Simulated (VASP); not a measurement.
# K2Cl (P4_2/mmc) in VASP: notebook

K2Cl is run at these levels: PBE; tasks: single point.

Program: VASP 6.6.1. These are calculated values, not measurements. Logs are shortened: lines on timing, memory, paths and dates and some standing lists are left out, and cuts for length are marked.

## Step 1: The cell of the first run

It takes space group P4_2/mmc (No. 131, tetragonal). The conventional cell has a = 4.520 Å, b = 4.520 Å, c = 16.680 Å, α = 90.00°, β = 90.00°, γ = 90.00°. Within 4.0 Å of K (site symmetry 2mm) lie 2 Cl at 3.03 Å. Cl (site symmetry -4m2) has 4 K at 3.03 Å within 4.0 Å.

## Step 2: Single point, PBE

Contents of INCAR:

```
SYSTEM = K2Cl
ALGO = Normal
EDIFF = 1E-7
ENCUT = 520
GGA = PE
ISIF = 2
ISMEAR = 0
LASPH = .True.
LCHARG = .True.
LELF = .True.
LREAL = .False.
LVHAR = .True.
LWAVE = .False.
NBANDS = 34
NELM = 80
PREC = Accurate
SIGMA = 0.1
```

Contents of KPOINTS:

```
k-points
0
Gamma
  4 4 2
  0 0 0
```

Contents of POSCAR:

```
K2Cl
1.0
    4.5202525077      0.0000000000      0.0000000000
    0.0000000000      4.5202525077      0.0000000000
    0.0000000000      0.0000000000     16.6797442730
K Cl
4 2
Direct
    0.0000000000      0.5000000000      0.8713011962
    0.5000000000      0.0000000000      0.3713011962
    0.5000000000      0.0000000000      0.6286988038
    0.0000000000      0.5000000000      0.1286988038
    0.0000000000      0.0000000000      0.7500000000
    0.0000000000      0.0000000000      0.2500000000
```

Potentials or basis: VASP PAW PBE potentials, release 64 (K_sv, Cl).

Started as:

```
> cat potpaw_PBE.64/K_sv/POTCAR potpaw_PBE.64/Cl/POTCAR > POTCAR
> mpirun -np 1 vasp_std > vasp.out
```

OUTCAR:

```text
SYSTEM = K2Cl
   EDIFF = 1E-7
   ENCUT = 520
   GGA = PE
   ISIF = 2
   ISMEAR = 0
   LASPH = .True.
   LREAL = .False.
   NELM = 80
   PREC = Accurate

 ion  position               nearest neighbor table
   1  0.000  0.500  0.871-   5 3.03   5 3.03
   2  0.500  0.000  0.371-   6 3.03   6 3.03
   3  0.500  0.000  0.629-   5 3.03   5 3.03
   4  0.000  0.500  0.129-   6 3.03   6 3.03
   5  0.000  0.000  0.750-   1 3.03   3 3.03   1 3.03   3 3.03
   6  0.000  0.000  0.250-   2 3.03   4 3.03   4 3.03   2 3.03

  LATTYP: Found a simple tetragonal cell.
 ALAT       =     4.5202525077
 C/A-ratio  =     3.6900027697

  Lattice vectors:

 A1 = (   4.5202525077,   0.0000000000,   0.0000000000)
 A2 = (   0.0000000000,   4.5202525077,   0.0000000000)
 A3 = (   0.0000000000,   0.0000000000,  16.6797442730)

Analysis of symmetry for initial positions (statically):
=====================================================================
 Subroutine PRICEL returns:
 Original cell was already a primitive cell.

 Routine SETGRP: Setting up the symmetry group for a
 simple tetragonal supercell.

 Subroutine GETGRP returns: Found 16 space group operations
 (whereof  8 operations were pure point group operations)
 out of a pool of 16 trial point group operations.

The static configuration has the point symmetry D_2h.
 The point group associated with its full space group is D_4h.

Analysis of symmetry for dynamics (positions and initial velocities):
=====================================================================
 Subroutine PRICEL returns:
 Original cell was already a primitive cell.

 Routine SETGRP: Setting up the symmetry group for a
 simple tetragonal supercell.

 Subroutine GETGRP returns: Found 16 space group operations
 (whereof  8 operations were pure point group operations)
 out of a pool of 16 trial point group operations.

The dynamic configuration has the point symmetry D_2h.
 The point group associated with its full space group is D_4h.

 Subroutine INISYM returns: Found 16 space group operations
 (whereof  8 operations are pure point group operations),
 and found     1 'primitive' translations

----------------------------------------------------------------------------------------

                                     Primitive cell

  volume of cell :     340.8119

  direct lattice vectors                    reciprocal lattice vectors
     4.520252508  0.000000000  0.000000000     0.221226579  0.000000000  0.000000000
     0.000000000  4.520252508  0.000000000     0.000000000  0.221226579  0.000000000
[... 85 lines left out ...]
   NFREE  =      0    steps in history (QN), initial steepest desc. (CG)
   ISIF   =      2    stress and relaxation
   ISYM   =      2    0-nonsym 1-usesym 2-fastsym
   POTIM  = 0.5000    time-step for ionic-motion
   TEBEG  =    0.0;   TEEND  =   0.0 temperature during run
   PSTRESS=    0.0 pullay stress
   NELECT =      50.0000    total number of electrons
   NUPDOWN=      -1.0000    fix difference up-down
   EMIN   =  10.00;   EMAX   =-10.00  energy-range for DOS
   EFERMI =   0.00;   METHOD = LEGACY
   ISMEAR =     0;   SIGMA  =   0.10  broadening in eV -4-tet -1-fermi 0-gaus
   EFERMI_NEDOS =   21; number of points for ismear=-14 and -15
   IALGO  =     38    algorithm
   IMIX   =      4    mixing-type and parameters
     AMIX     =   0.40;   BMIX     =  1.00
     AMIX_MAG =   1.60;   BMIX_MAG =  1.00
  volume/ion in A,a.u.               =      56.80       383.32
  Fermi-wavevector in a.u.,A,eV,Ry     =   0.863429  1.631644 10.143272  0.745509
  Thomas-Fermi vector in A             =   1.981377
   LORBIT       =      0    0 simple, 1 ext, 2 COOP (PROOUT), +10 PAW based schemes
   GGA     = PE    functional components
   LHFCALC =     F    Hartree Fock is set to
   AEXX    =    0.0000 exact exchange contribution
   IVDW    =     0    specifies the selected vdW correction
   LEPSILON=     F    determine dielectric tensor
   LRPA    =     F    only Hartree local field effects (RPA)
 non-spin polarized calculation
 Gauss-broadening in eV      SIGMA  =   0.10
  energy-cutoff  :      520.00
  volume of cell :      340.81
 maximum number of plane-waves:      9200
 NGX is ok and might be reduce to    36
   NGX = 17   NGY = 17   NGZ = 63

 number of electron      49.9999996 magnetization

 Free energy of the ion-electron system (eV)
  ---------------------------------------------------
  ext. energy  EPLUGINS =         0.00000000
  ---------------------------------------------------
  free energy    TOTEN  =       -14.78136097 eV

  energy without entropy =      -14.76279773  energy(sigma->0) =      -14.77207935

 E-fermi :   0.3484     XC(G=0):  -5.7679

 val. band max:        0.2887832851   @ k =   0.2500   0.2500   0.5000
 cond. band min:       0.3582365642   @ k =   0.2500   0.2500   0.0000
 fundamental gap:      0.0694532791
 Fermi energy:         0.3483633224

 k-point     1 :       0.0000    0.0000    0.0000
  band No.  band energies     occupation
      1     -31.6330      2.00000
      2     -31.6317      2.00000
      3     -31.6308      2.00000
      4     -31.6295      2.00000
      5     -15.9635      2.00000
      6     -15.9553      2.00000
[... 433 lines left out ...]
     33       3.0575      0.00000
     34       3.0581      0.00000

------------------------ aborting loop because EDIFF is reached ----------------------------------------

  FORCE on cell =-STRESS in cart. coord.  units (eV):
  Direction    XX          YY          ZZ          XY          YZ          ZX
  --------------------------------------------------------------------------------------
  -------------------------------------------------------------------------------------
  Total        0.1326365      0.1326365      0.1972522      0.0000000      0.0000000      0.0000000
  in kB        0.6235323      0.6235323      0.9272944      0.0000000      0.0000000      0.0000000
  external PRESSURE =       0.7247863 kB  Pullay stress =       0.0000000 kB

 VOLUME and BASIS-vectors are now :
 -----------------------------------------------------------------------------
  energy-cutoff  :      520.00
  volume of cell :      340.81
      direct lattice vectors                 reciprocal lattice vectors
     4.520252508  0.000000000  0.000000000     0.221226579  0.000000000  0.000000000
     0.000000000  4.520252508  0.000000000     0.000000000  0.221226579  0.000000000
     0.000000000  0.000000000 16.679744273     0.000000000  0.000000000  0.059952958

 POSITION                                       TOTAL-FORCE (eV/Angst)
 -----------------------------------------------------------------------------------
      0.00000      2.26013     14.53308         0.000000      0.000000      0.009047
      2.26013      0.00000      6.19321        -0.000000      0.000000      0.009047
      2.26013      0.00000     10.48654        -0.000000     -0.000000     -0.009047
      0.00000      2.26013      2.14666        -0.000000      0.000000     -0.009047
      0.00000      0.00000     12.50981        -0.000000      0.000000      0.000000
      0.00000      0.00000      4.16994        -0.000000      0.000000      0.000000
 -----------------------------------------------------------------------------------
    total drift:                                0.000000      0.000000      0.000000

  FREE ENERGIE OF THE ION-ELECTRON SYSTEM (eV)
  ---------------------------------------------------
  free  energy   TOTEN  =       -14.7813609678 eV

  energy  without entropy=      -14.7627977300  energy(sigma->0) =      -14.77207935
```

OSZICAR:

```text
N       E                     dE             d eps       ncg     rms          rms(c)
DAV:   1     0.399779029556E+03    0.39978E+03   -0.21021E+04   816   0.120E+03
DAV:   2     0.287231793559E+02   -0.37106E+03   -0.35645E+03   992   0.324E+02
DAV:   3    -0.144059266226E+02   -0.43129E+02   -0.42923E+02  1184   0.911E+01
DAV:   4    -0.159513949612E+02   -0.15455E+01   -0.15427E+01  1078   0.188E+01
DAV:   5    -0.160837067952E+02   -0.13231E+00   -0.13229E+00  1392   0.365E+00    0.602E+00
DAV:   6    -0.149519359424E+02    0.11318E+01   -0.21503E+00   948   0.405E+00    0.433E+00
DAV:   7    -0.147690235071E+02    0.18291E+00   -0.69777E-01   956   0.243E+00    0.282E+00
DAV:   8    -0.147748453523E+02   -0.58218E-02   -0.11976E-01  1098   0.129E+00    0.651E-01
DAV:   9    -0.147749520961E+02   -0.10674E-03   -0.57250E-02  1072   0.801E-01    0.325E-01
DAV:  10    -0.147794067183E+02   -0.44546E-02   -0.90097E-03   988   0.354E-01    0.143E-01
DAV:  11    -0.147811170590E+02   -0.17103E-02   -0.18730E-03   884   0.171E-01    0.338E-02
DAV:  12    -0.147813384165E+02   -0.22136E-03   -0.29723E-04   950   0.665E-02    0.200E-02
DAV:  13    -0.147813619415E+02   -0.23525E-04   -0.11601E-04   860   0.525E-02    0.820E-03
DAV:  14    -0.147813606374E+02    0.13041E-05   -0.22510E-05  1046   0.184E-02    0.750E-03
DAV:  15    -0.147813605451E+02    0.92382E-07   -0.10748E-05   888   0.120E-02    0.240E-03
DAV:  16    -0.147813609159E+02   -0.37086E-06   -0.13969E-06   894   0.464E-03    0.881E-04
DAV:  17    -0.147813609678E+02   -0.51846E-07   -0.16352E-07   720   0.172E-03
   1 F= -.14781361E+02 E0= -.14772079E+02  d E =-.185632E-01
```

stdout:

```text
POSCAR found type information on POSCAR K Cl
 POSCAR found :  2 types and       6 ions
 scaLAPACK will be used
 LDA part: xc-table for (Slater+PW92), standard interpolation
 POSCAR, INCAR and KPOINTS ok, starting setup
 FFT: planning ... GRIDC
 FFT: planning ... GRID_SOFT
 FFT: planning ... GRID
 WAVECAR not read
 entering main loop
```

It took 3.7 min on 1 thread of AMD EPYC 7R13 (Zen 3), shared host; peak memory 0.41 GiB.

Results:

```
Free energy            : -14.7814 eV
Pressure               : 0.1 GPa
Largest force          : 0.009 eV/Å
Band gap on the k mesh : zero (band 25 reaches 2.32 eV, above the bottom of band 26 at -0.65 eV)
```

Forces in eV/Å, atoms in the order of the input:
```
K    0.000  0.000  0.009
K    0.000  0.000  0.009
K    0.000  0.000 -0.009
K    0.000  0.000 -0.009
Cl   0.000  0.000  0.000
Cl   0.000  0.000  0.000
```

Levels at points of the mesh, in eV from the Fermi level:
```tsv
k point	band 21	band 22	band 23	band 24	band 25	band 26	band 27	band 28
(0.00, 0.00, 0.00)	-4.22	-4.22	-4.22	-4.22	-1.16	-0.77	0.23	1.33
(0.50, 0.00, 0.00)	-4.53	-4.52	-4.18	-4.18	0.64	0.70	0.76	1.02
(0.50, 0.50, 0.00)	-4.56	-4.56	-4.41	-4.41	1.96	1.96	2.09	2.16
(0.00, 0.00, 0.50)	-4.22	-4.22	-4.22	-4.22	-1.00	-1.00	0.69	0.69
(0.50, 0.00, 0.50)	-4.53	-4.52	-4.18	-4.18	0.65	0.69	0.80	0.95
(0.50, 0.50, 0.50)	-4.56	-4.56	-4.41	-4.41	1.97	1.97	2.11	2.11
```

## Step 3: Single point, PBE

This run uses another cell than the first one, of 39.71 Å³/atom, 0.699 times its volume.

Contents of INCAR:

```
SYSTEM = K2Cl
PREC     = Accurate       ! precision mode
ENCUT    = 520            ! plane-wave cutoff, eV
EDIFF    = 1E-6           ! SCF threshold, eV
ISMEAR   = 0              ! smearing method
SIGMA    = 0.1            ! smearing width, eV
LREAL    = .False.        ! projectors in reciprocal space
LASPH    = .True.         ! aspherical terms in the spheres
NELM     = 100            ! most SCF steps
ALGO     = Normal         ! electronic algorithm
ISIF     = 2              ! what is computed and relaxed
LWAVE    = .False.        ! write WAVECAR
LCHARG   = .True.         ! write CHGCAR
GGA      = PE             ! functional
LELF     = .True.         ! ELF
LVHAR    = .True.       
NBANDS   = 34             ! bands
```

Contents of KPOINTS:

```
Automatic mesh
0
Gamma
  4 4 2
  0 0 0
```

Contents of POSCAR:

```
K2Cl
1.0
    3.9918232400      0.0000000000      0.0000000000
    0.0000000000      3.9918232400      0.0000000000
    0.0000000000      0.0000000000     14.9529635000
K Cl
4 2
Direct
    0.0000000000      0.5000000000      0.8641184600
    0.5000000000      0.0000000000      0.3641184600
    0.5000000000      0.0000000000      0.6358815400
    0.0000000000      0.5000000000      0.1358815400
    0.0000000000      0.0000000000      0.7500000000
    0.0000000000      0.0000000000      0.2500000000
```

Potentials or basis: VASP PAW PBE potentials, release 64 (K_sv, Cl).

Started as:

```
> cat potpaw_PBE.64/K_sv/POTCAR potpaw_PBE.64/Cl/POTCAR > POTCAR
> mpirun -np 1 vasp_std > vasp.out
```

It took 3.4 min on 1 thread of AMD EPYC 7R13 (Zen 3), shared host; peak memory 0.27 GiB.

It converged, with:

```yaml
Free_energy: -12.7077 eV
Pressure: 7.6 GPa
Largest_force: 1.877 eV/Å
Band_gap_on_the_k_mesh: zero (band 25 reaches 3.44 eV, above the bottom of band 26 at 0.52 eV)
```

Forces in eV/Å, atoms in the order of the input:
```
K    0.000  0.000  1.877
K    0.000  0.000  1.877
K    0.000  0.000 -1.877
K    0.000  0.000 -1.877
Cl   0.000  0.000  0.000
Cl   0.000  0.000  0.000
```

Stress tensor (GPa, compression positive):
```
6.73 0.00 0.00
0.00 6.73 0.00
0.00 0.00 9.24
```

Levels at points of the mesh, in eV from the Fermi level:
| k point | band 21 | band 22 | band 23 | band 24 | band 25 | band 26 | band 27 | band 28 | band 29 | band 30 |
| --- | --- | --- | --- | --- | --- | --- | --- | --- | --- | --- |
| (0.00, 0.00, 0.00) | -5.25 | -5.25 | -5.24 | -5.24 | -1.43 | -0.89 | 0.05 | 1.34 | 1.43 | 2.38 |
| (0.50, 0.00, 0.00) | -5.52 | -5.51 | -5.20 | -5.20 | 0.67 | 0.69 | 0.96 | 1.49 | 2.18 | 2.85 |
| (0.50, 0.50, 0.00) | -5.76 | -5.76 | -5.18 | -5.18 | 1.67 | 1.72 | 1.77 | 1.77 | 2.60 | 2.60 |
| (0.00, 0.00, 0.50) | -5.25 | -5.25 | -5.24 | -5.24 | -1.22 | -1.22 | 0.61 | 0.61 | 1.95 | 1.95 |
| (0.50, 0.00, 0.50) | -5.52 | -5.51 | -5.20 | -5.20 | 0.68 | 0.71 | 0.95 | 1.44 | 2.18 | 2.71 |
| (0.50, 0.50, 0.50) | -5.76 | -5.76 | -5.18 | -5.18 | 1.69 | 1.69 | 1.78 | 1.78 | 2.58 | 2.58 |

Caveat: the k points lie up to 0.39 Å⁻¹ apart; forces of over 1 eV/Å act on the atoms, so gaps and moduli don't describe the material at rest.
